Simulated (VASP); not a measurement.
# Ba (Im-3m) in VASP: further runs

Aim: see how the results for Ba move with the level of theory and the settings. Levels: PBEsol, PBEsol+D4, PBEsol+D3(BJ). Tasks: single point, relaxation of cell and atoms.

Program: VASP 6.6.1. These are calculated values, not measurements. Logs are shortened: lines on timing, memory, paths and dates and some standing lists are left out, and cuts for length are marked.

**1. The cell of the first run**

It takes space group Im-3m (No. 229, cubic). Conventional cell: a = 4.875 Å, b = 4.875 Å, c = 4.875 Å, α = 90.00°, β = 90.00°, γ = 90.00°. Within 5.5 Å of Ba (site symmetry m-3m) lie 14 Ba at 4.22 to 4.88 Å.

**2. Single point, PBEsol**

INCAR reads:

```
  ALGO = Fast
  EDIFF = 1E-7
  ENCUT = 520
  GGA = PS
  ISIF = 2
  ISMEAR = -1
  LASPH = T
  LCHARG = T
  LELF = T
  LREAL = F
  LVHAR = T
  LWAVE = F
  NBANDS = 11
  NELM = 60
  PREC = Accurate
  SIGMA = 0.05
```

KPOINTS reads:

```
k-points
0
Gamma
  8 8 8
```

POSCAR reads:

```
Ba
1.0
   -2.4375108103      2.4375108103      2.4375108103
    2.4375108103     -2.4375108103      2.4375108103
    2.4375108103      2.4375108103     -2.4375108103
Ba
1
Direct
    0.0000000000      0.0000000000      0.0000000000
```

Potentials or basis: VASP PAW PBE potentials, release 64 (Ba_sv).

The run is started by

```bash
$ cat potpaw_PBE.64/Ba_sv/POTCAR > POTCAR
$ mpirun -np 1 vasp_std > vasp.out
```

OUTCAR:

```text
EDIFF = 1E-7
   ENCUT = 520
   GGA = PS
   ISIF = 2
   ISMEAR = -1
   LASPH = T
   LREAL = F
   NELM = 60
   PREC = Accurate

 ion  position               nearest neighbor table
   1  0.000  0.000  0.000-

  LATTYP: Found a body centered cubic cell.
 ALAT       =     4.8750216206

  Lattice vectors:

 A1 = (  -2.4375108103,   2.4375108103,   2.4375108103)
 A2 = (   2.4375108103,  -2.4375108103,   2.4375108103)
 A3 = (   2.4375108103,   2.4375108103,  -2.4375108103)

Analysis of symmetry for initial positions (statically):
=====================================================================
 Subroutine PRICEL returns:
 Original cell was already a primitive cell.

 Routine SETGRP: Setting up the symmetry group for a
 body centered cubic supercell.

 Subroutine GETGRP returns: Found 48 space group operations
 (whereof 48 operations were pure point group operations)
 out of a pool of 48 trial point group operations.

The static configuration has the point symmetry O_h .

Analysis of symmetry for dynamics (positions and initial velocities):
=====================================================================
 Subroutine PRICEL returns:
 Original cell was already a primitive cell.

 Routine SETGRP: Setting up the symmetry group for a
 body centered cubic supercell.

 Subroutine GETGRP returns: Found 48 space group operations
 (whereof 48 operations were pure point group operations)
 out of a pool of 48 trial point group operations.

The dynamic configuration has the point symmetry O_h .

 Subroutine INISYM returns: Found 48 space group operations
 (whereof 48 operations are pure point group operations),
 and found     1 'primitive' translations

----------------------------------------------------------------------------------------

                                     Primitive cell

  volume of cell :      57.9295

  direct lattice vectors                    reciprocal lattice vectors
    -2.437510810  2.437510810  2.437510810     0.000000000  0.205127295  0.205127295
     2.437510810 -2.437510810  2.437510810     0.205127295  0.000000000  0.205127295
     2.437510810  2.437510810 -2.437510810     0.205127295  0.205127295  0.000000000

  length of vectors
     4.221892567  4.221892567  4.221892567     0.290093803  0.290093803  0.290093803

  position of ions in fractional coordinates (direct lattice)
     0.000000000  0.000000000  0.000000000

  ion indices of the primitive-cell ions
   primitive index   ion index
                 1           1

----------------------------------------------------------------------------------------

 KPOINTS: k-points

Automatic generation of k-mesh.
 Grid dimensions read from file:
 generate k-points for:    8    8    8

 Generating k-lattice:

  Cartesian coordinates                     Fractional coordinates (reciprocal lattice)
     0.000000000  0.025640912  0.025640912     0.125000000  0.000000000  0.000000000
     0.025640912  0.000000000  0.025640912     0.000000000  0.125000000  0.000000000
     0.025640912  0.025640912  0.000000000     0.000000000  0.000000000  0.125000000

  Length of vectors
     0.036261725  0.036261725  0.036261725

  Shift w.r.t. Gamma in fractional coordinates (k-lattice)
     0.000000000  0.000000000  0.000000000

 Subroutine IBZKPT returns following result:
 ===========================================

 Found     29 irreducible k-points:

 Following reciprocal coordinates:
            Coordinates               Weight
  0.000000  0.000000  0.000000      1.000000
  0.125000  0.000000  0.000000     12.000000
  0.250000  0.000000  0.000000     12.000000
  0.375000  0.000000  0.000000     12.000000
  0.500000  0.000000  0.000000      6.000000
  0.125000  0.125000  0.000000     24.000000
[... 16 lines left out ...]
 -0.250000  0.250000  0.250000      6.000000
 -0.375000  0.375000  0.250000     24.000000
 [... further k-points ...]
   k-points           NKPTS =     29   k-points in BZ     NKDIM =     29   number of bands    NBANDS=     11
   number of dos      NEDOS =    301   number of ions     NIONS =      1
   total plane-waves  NPLWV =  32768
   dimension x,y,z NGX =    32 NGY =   32 NGZ =   32
   dimension x,y,z NGXF=    64 NGYF=   64 NGZF=   64
   ions per type =               1
   NGX,Y,Z   is equivalent  to a cutoff of  12.60, 12.60, 12.60 a.u.
   NGXF,Y,Z  is equivalent  to a cutoff of  25.20, 25.20, 25.20 a.u.
 SYSTEM =  unknown system
   PREC   = accura    normal or accurate (medium, high low for compatibility)
   ISTART =      0    job   : 0-new  1-cont  2-samecut
   ICHARG =      2    charge: 1-file 2-atom 10-const
   ISPIN  =      1    spin polarized calculation?
   LNONCOLLINEAR =      F non collinear calculations
   LSORBIT =      F    spin-orbit coupling
   LASPH  =      T    aspherical Exc in radial PAW
   ENCUT  =  520.0 eV  38.22 Ry    6.18 a.u.   7.85  7.85  7.85*2*pi/ulx,y,z
   NELM   =     60;   NELMIN=  2; NELMDL= -5     # of ELM steps
   EDIFF  = 0.1E-06   stopping-criterion for ELM
   LREAL  =      F    real-space projection
   EDIFFG = 0.1E-05   stopping-criterion for IOM
   NSW    =      0    number of steps for IOM
   IBRION =     -1    ionic relax: 0-MD 1-quasi-New 2-CG
   NFREE  =      0    steps in history (QN), initial steepest desc. (CG)
   ISIF   =      2    stress and relaxation
   ISYM   =      2    0-nonsym 1-usesym 2-fastsym
   POTIM  = 0.5000    time-step for ionic-motion
   TEBEG  =    0.0;   TEEND  =   0.0 temperature during run
   PSTRESS=    0.0 pullay stress
   NELECT =      10.0000    total number of electrons
   NUPDOWN=      -1.0000    fix difference up-down
   EMIN   =  10.00;   EMAX   =-10.00  energy-range for DOS
   EFERMI =   0.00;   METHOD = LEGACY
   ISMEAR =    -1;   SIGMA  =   0.05  broadening in eV -4-tet -1-fermi 0-gaus
   EFERMI_NEDOS =   21; number of points for ismear=-14 and -15
   IALGO  =     68    algorithm
   IMIX   =      4    mixing-type and parameters
     AMIX     =   0.40;   BMIX     =  1.00
     AMIX_MAG =   1.60;   BMIX_MAG =  1.00
  volume/ion in A,a.u.               =      57.93       390.93
  Fermi-wavevector in a.u.,A,eV,Ry     =   0.911538  1.722558 11.305111  0.830902
  Thomas-Fermi vector in A             =   2.035829
   LORBIT       =      0    0 simple, 1 ext, 2 COOP (PROOUT), +10 PAW based schemes
   GGA     = PS    functional components
   LHFCALC =     F    Hartree Fock is set to
   AEXX    =    0.0000 exact exchange contribution
   IVDW    =     0    specifies the selected vdW correction
   LEPSILON=     F    determine dielectric tensor
   LRPA    =     F    only Hartree local field effects (RPA)
 non-spin polarized calculation
 RMM-DIIS sequential band-by-band and
  energy-cutoff  :      520.00
  volume of cell :       57.93
 maximum number of plane-waves:      1568
   NGX = 15   NGY = 15   NGZ = 15

 number of electron      10.0000001 magnetization

 Free energy of the ion-electron system (eV)
  ---------------------------------------------------
  ext. energy  EPLUGINS =         0.00000000
  ---------------------------------------------------
  free energy    TOTEN  =        -2.15849885 eV

  energy without entropy =       -2.15144359  energy(sigma->0) =       -2.15497122

 E-fermi :   1.7780     XC(G=0):  -7.7846

 val. band max:        1.6962637961   @ k =  -0.3750   0.5000   0.2500
 cond. band min:       1.9680989951   @ k =   0.2500   0.2500   0.1250
 fundamental gap:      0.2718351991
 Fermi energy:         1.7780379931

 k-point     1 :       0.0000    0.0000    0.0000
  band No.  band energies     occupation
      1     -26.9031      2.00000
      2     -11.7782      2.00000
      3     -11.7782      2.00000
      4     -11.7782      2.00000
      5      -0.9874      2.00000
      6       3.7217      0.00000
      7       3.7217      0.00000
      8       3.7217      0.00000
      9       5.2756      0.00000
     10       5.2756      0.00000
     11       9.0016      0.00000

 k-point     2 :       0.1250    0.0000    0.0000
  band No.  band energies     occupation
      1     -26.8939      2.00000
      2     -11.8748      2.00000
      3     -11.8074      2.00000
      4     -11.7790      2.00000
      5      -0.6696      2.00000
      6       3.4730      0.00000
      7       3.5580      0.00000
      8       4.0515      0.00000
      9       4.9514      0.00000
     10       5.2567      0.00000
     11       9.3495      0.00000

 k-point     3 :       0.2500    0.0000    0.0000
  band No.  band energies     occupation
      1     -26.8717      2.00000
      2     -12.0962      2.00000
      3     -11.8763      2.00000
      4     -11.7810      2.00000
      5       0.1057      2.00000
      6       2.9934      0.00000
      7       3.0315      0.00000
      8       5.0019      0.00000
      9       5.0065      0.00000
     10       5.3298      0.00000
     11       9.4613      0.00000

 k-point     4 :       0.3750    0.0000    0.0000
  band No.  band energies     occupation
      1     -26.8494      2.00000
      2     -12.3036      2.00000
      3     -11.9436      2.00000
      4     -11.7830      2.00000
      5       0.7390      2.00000
      6       2.6145      0.00000
      7       2.9835      0.00000
      8       5.2841      0.00000
      9       5.6257      0.00000
     10       6.4245      0.00000
     11       8.3699      0.00000
[... 239 lines left out ...]
 k-point    22 :       0.2500    0.2500    0.2500
  band No.  band energies     occupation
      1     -26.8356      2.00000
      2     -12.0865      2.00000
      3     -12.0865      2.00000
      4     -12.0865      2.00000
      5       2.4153      0.00001
      6       2.4153      0.00001
      7       2.4153      0.00001
      8       6.0140      0.00000
      9       6.0140      0.00000
     10       6.0274      0.00000
     11       9.1487      0.00000

 k-point    23 :      -0.2500    0.2500    0.2500
  band No.  band energies     occupation
      1     -26.8446      2.00000
      2     -12.1092      2.00000
      3     -11.9831      2.00000
      4     -11.9831      2.00000
      5       1.0052      2.00000
      6       2.5454      0.00000
      7       3.8004      0.00000
      8       3.8004      0.00000
      9       4.9417      0.00000
     10       5.7458      0.00000
     11       9.2387      0.00000

 k-point    24 :      -0.3750    0.3750    0.2500
  band No.  band energies     occupation
      1     -26.8252      2.00000
      2     -12.2307      2.00000
      3     -12.0560      2.00000
      4     -12.0025      2.00000
      5       1.5176      1.98912
      6       2.0132      0.01798
      7       3.8050      0.00000
      8       4.0603      0.00000
      9       5.6875      0.00000
     10       6.0767      0.00000
     11       9.5725      0.00000

 [... further k-points ...]
[... 5 lines left out ...]
  --------------------------------------------------------------------------------------
  -------------------------------------------------------------------------------------
  Total        0.0295153      0.0295153      0.0295153     -0.0000000     -0.0000000     -0.0000000
  in kB        0.8163162      0.8163162      0.8163162     -0.0000000     -0.0000000     -0.0000000
  external PRESSURE =       0.8163162 kB  Pullay stress =       0.0000000 kB

 VOLUME and BASIS-vectors are now :
 -----------------------------------------------------------------------------
  energy-cutoff  :      520.00
  volume of cell :       57.93
      direct lattice vectors                 reciprocal lattice vectors
    -2.437510810  2.437510810  2.437510810     0.000000000  0.205127295  0.205127295
     2.437510810 -2.437510810  2.437510810     0.205127295  0.000000000  0.205127295
     2.437510810  2.437510810 -2.437510810     0.205127295  0.205127295  0.000000000

 POSITION                                       TOTAL-FORCE (eV/Angst)
 -----------------------------------------------------------------------------------
      0.00000      0.00000      0.00000        -0.000000      0.000000      0.000000
 -----------------------------------------------------------------------------------
    total drift:                               -0.000000      0.000000      0.000000

  FREE ENERGIE OF THE ION-ELECTRON SYSTEM (eV)
  ---------------------------------------------------
  free  energy   TOTEN  =        -2.1584988480 eV

  energy  without entropy=       -2.1514435936  energy(sigma->0) =       -2.15497122
```

It took 14 s on 1 thread of Intel Xeon 6975P-C, shared host; peak memory 0.17 GiB.

What came out:

```yaml
Free_energy: -2.1585 eV
Pressure: 0.1 GPa
Band_gap_on_the_k_mesh: zero (band 5 reaches 2.42 eV, above the bottom of band 6 at 1.16 eV)
```

Levels at points of the mesh, in eV from the Fermi level:
| k point | band 2 | band 3 | band 4 | band 5 | band 6 | band 7 | band 8 | band 9 |
| --- | --- | --- | --- | --- | --- | --- | --- | --- |
| (0.00, 0.00, 0.00) | -13.56 | -13.56 | -13.56 | -2.77 | 1.94 | 1.94 | 1.94 | 3.50 |
| (0.50, 0.00, 0.00) | -14.16 | -13.75 | -13.56 | -0.92 | 0.70 | 1.57 | 3.49 | 4.12 |
| (0.50, 0.50, 0.50) | -13.97 | -13.97 | -13.97 | -0.62 | -0.62 | 4.81 | 4.81 | 4.81 |

Caveat: the PAW data sets were made with another functional, which shifts forces and pressure a little; spin-orbit coupling is left out, which moves the levels of the heavy elements.

**3. Single point, PBEsol+D4**

This run uses another cell than the first one, of 60.87 Å³/atom, 1.051 times its volume.

INCAR reads:

```
PREC = Accurate
ENCUT = 520
EDIFF = 1E-6
ISMEAR = -1
SIGMA = 0.05
LREAL = F
LASPH = T
NELM = 60
ALGO = Fast
ISIF = 2
LWAVE = F
LCHARG = T
GGA = PS
IVDW = 13
LELF = T
LVHAR = T
NBANDS = 11
```

KPOINTS reads:

```
Automatic mesh
0
Gamma
  8 8 8
```

POSCAR reads:

```
Ba
1.0
   -2.4780759620      2.4780759620      2.4780759620
    2.4780759620     -2.4780759620      2.4780759620
    2.4780759620      2.4780759620     -2.4780759620
Ba
1
Direct
    0.0000000000      0.0000000000      0.0000000000
```

Potentials or basis: VASP PAW PBE potentials, release 64 (Ba_sv).

The run is started by

```bash
$ cat potpaw_PBE.64/Ba_sv/POTCAR > POTCAR
$ mpirun -np 1 vasp_std > vasp.out
```

OUTCAR:

```text
PREC = Accurate
   ENCUT = 520
   EDIFF = 1E-6
   ISMEAR = -1
   LREAL = F
   LASPH = T
   NELM = 60
   ISIF = 2
   GGA = PS
   IVDW = 13

 ion  position               nearest neighbor table
   1  0.000  0.000  0.000-

  LATTYP: Found a body centered cubic cell.
 ALAT       =     4.9561519240

  Lattice vectors:

 A1 = (  -2.4780759620,   2.4780759620,   2.4780759620)
 A2 = (   2.4780759620,  -2.4780759620,   2.4780759620)
[... 517 lines left out ...]
     11       9.0359      0.00000

 [... further k-points ...]

------------------------ aborting loop because EDIFF is reached ----------------------------------------

  DFT-D4 for vdW energy calculation

  Edisp (eV):   -0.09607

  FORCE on cell =-STRESS in cart. coord.  units (eV):
  Direction    XX          YY          ZZ          XY          YZ          ZX
  --------------------------------------------------------------------------------------
  -------------------------------------------------------------------------------------
  Total       0.02073     0.02073     0.02073     0.00000     0.00000     0.00000
  in kB       0.54565     0.54565     0.54565     0.00000     0.00000     0.00000
  external pressure =        0.55 kB  Pullay stress =        0.00 kB

 VOLUME and BASIS-vectors are now :
 -----------------------------------------------------------------------------
  energy-cutoff  :      520.00
  volume of cell :       60.87
      direct lattice vectors                 reciprocal lattice vectors
    -2.478075962  2.478075962  2.478075962     0.000000000  0.201769440  0.201769440
     2.478075962 -2.478075962  2.478075962     0.201769440  0.000000000  0.201769440
     2.478075962  2.478075962 -2.478075962     0.201769440  0.201769440  0.000000000

 POSITION                                       TOTAL-FORCE (eV/Angst)
 -----------------------------------------------------------------------------------
      0.00000      0.00000      0.00000         0.000000     -0.000000     -0.000000
 -----------------------------------------------------------------------------------
    total drift:                                0.000000      0.000000      0.000000

  FREE ENERGIE OF THE ION-ELECTRON SYSTEM (eV)
  ---------------------------------------------------
  free  energy   TOTEN  =        -2.2516792472 eV

  energy  without entropy=       -2.2441584171  energy(sigma->0) =       -2.24791883
```

stdout:

```text
POSCAR found type information on POSCAR Ba
 POSCAR found :  1 types and       1 ions
 scaLAPACK will be used
 -----------------------------------------------------------------------------
|                                                                             |
|                                                                             |
|     You enforced a specific xc type in the INCAR file but a different       |
|     I HOPE YOU KNOW WHAT YOU ARE DOING!                                     |
|                                                                             |
 -----------------------------------------------------------------------------

 LDA part: xc-table for (Slater+PW92), standard interpolation
 POSCAR, INCAR and KPOINTS ok, starting setup
 FFT: planning ... GRIDC
 FFT: planning ... GRID_SOFT
 FFT: planning ... GRID
 WAVECAR not read
 entering main loop
```

Wall time 14 s (1 thread of Intel Xeon 6975P-C, shared host); peak memory 0.18 GiB.

Results:

```
Free energy                : -2.2517 eV
Pressure                   : 0.1 GPa
Band gap on the k mesh     : zero (band 5 reaches 2.20 eV, above the bottom of band 6 at 1.06 eV)
Dispersion energy per atom : -0.096 eV
```

Levels at points of the mesh, in eV from the Fermi level:
| k point | band 2 | band 3 | band 4 | band 5 | band 6 | band 7 | band 8 | band 9 |
| --- | --- | --- | --- | --- | --- | --- | --- | --- |
| (0.00, 0.00, 0.00) | -13.69 | -13.69 | -13.69 | -2.76 | 1.88 | 1.88 | 1.88 | 3.36 |
| (0.50, 0.00, 0.00) | -14.21 | -13.85 | -13.69 | -0.90 | 0.70 | 1.39 | 3.32 | 3.93 |
| (0.50, 0.50, 0.50) | -14.04 | -14.04 | -14.04 | -0.56 | -0.56 | 4.53 | 4.53 | 4.53 |

Caveat: the PAW data sets were made with another functional, which shifts forces and pressure a little; spin-orbit coupling is left out, which moves the levels of the heavy elements; pairwise dispersion overbinds metals, which lowers pressure and volume.

**4. Single point, PBEsol+D3(BJ)**

This run uses another cell than the first one, of 62.99 Å³/atom, 1.087 times its volume.

INCAR reads:

```
SYSTEM = Ba
PREC = Accurate ; ENCUT = 520
EDIFF = 1E-6 ; ISMEAR = -1
SIGMA = 0.05 ; LREAL = .False.
LASPH = .True. ; NELM = 100
ALGO = Fast ; ISIF = 2
LWAVE = .False. ; LCHARG = .True.
GGA = PS ; IVDW = 12
LELF = .True. ; LVHAR = .True.
NBANDS = 11
```

KPOINTS reads:

```
Automatic mesh
0
Gamma
  8 8 8
  0 0 0
```

POSCAR reads:

```
Ba
1.0
   -2.5065000000      2.5065000000      2.5065000000
    2.5065000000     -2.5065000000      2.5065000000
    2.5065000000      2.5065000000     -2.5065000000
Ba
1
Direct
    0.0000000000      0.0000000000      0.0000000000
```

The run is started by

```bash
$ cat potpaw_PBE.64/Ba_sv/POTCAR > POTCAR
$ mpirun -np 1 vasp_std > vasp.out
```

It took 13 s on 1 thread of Intel Xeon 6975P-C, shared host; peak memory 0.19 GiB.

The run converged. Its results:

```yaml
Free_energy: -2.3994 eV
Pressure: -1.3 GPa
Band_gap_on_the_k_mesh: zero (band 5 reaches 2.05 eV, above the bottom of band 6 at 1.00 eV)
Dispersion_energy_per_atom: -0.251 eV
```

Levels at points of the mesh, in eV from the Fermi level:
| k point | band 1 | band 2 | band 3 | band 4 | band 5 | band 6 | band 7 | band 8 | band 9 | band 10 |
| --- | --- | --- | --- | --- | --- | --- | --- | --- | --- | --- |
| (0.00, 0.00, 0.00) | -28.84 | -13.77 | -13.77 | -13.77 | -2.75 | 1.83 | 1.83 | 1.83 | 3.26 | 3.26 |
| (0.50, 0.00, 0.00) | -28.80 | -14.24 | -13.92 | -13.78 | -0.89 | 0.69 | 1.27 | 3.21 | 3.81 | 5.26 |
| (0.50, 0.50, 0.50) | -28.77 | -14.10 | -14.10 | -14.10 | -0.52 | -0.52 | 4.35 | 4.35 | 4.35 | 4.76 |

Caveat: three body term missing; the PAW data sets were made with another functional, which shifts forces and pressure a little; spin-orbit coupling is left out, which moves the levels of the heavy elements; pairwise dispersion overbinds metals, which lowers pressure and volume.

(Continued in part 2 of 2.)
